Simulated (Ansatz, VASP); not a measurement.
# AsS2I: VASP beside Ansatz

```
I As S
1.0
     2.08285    3.60759    0.00000
    -2.08285    3.60759    0.00000
     0.00000   -2.40506    7.22429
I As S
1 1 2
Direct
  0.00000 0.00000 0.00000
  0.50000 0.50000 0.50000
  0.23266 0.23266 0.69798
  0.76734 0.76734 0.30202
```

Alike in both runs: task single point; functional r2SCAN; k mesh 9 × 9 × 9; no spin polarisation.

|  | VASP | Ansatz |
| --- | --- | --- |
| version | VASP 6.6.1 | Ansatz 0.2.0 |
| potentials or method | VASP PAW PBE potentials, release 64 (I, As, S), cutoff 520 eV | PAW plane waves |
| occupations | fermi-dirac, width 0.1 eV | fermi-dirac |
| valence electrons in the cell | 24 | 44 |

Ansatz gave:

- pressure (GPa): -7.8
- traceless stress, the component that is largest in VASP (GPa): 2.01
- rms of the force components (eV/Å): 0.259

**Question.** Which values does VASP return?

**Answer.** Pressure (GPa): -7.9; traceless stress, the component that is largest in VASP (GPa): 2.01; rms of the force components (eV/Å): 0.262.

VASP's potentials were made for PBE, not for r2SCAN. Atom by atom the forces differ by 0.003 eV/Å (rms over components). VASP's potentials hold 24 valence electrons a cell and Ansatz's 44, so a difference there can come from the potentials and not from the codes.

Neither program's run includes spin-orbit coupling.
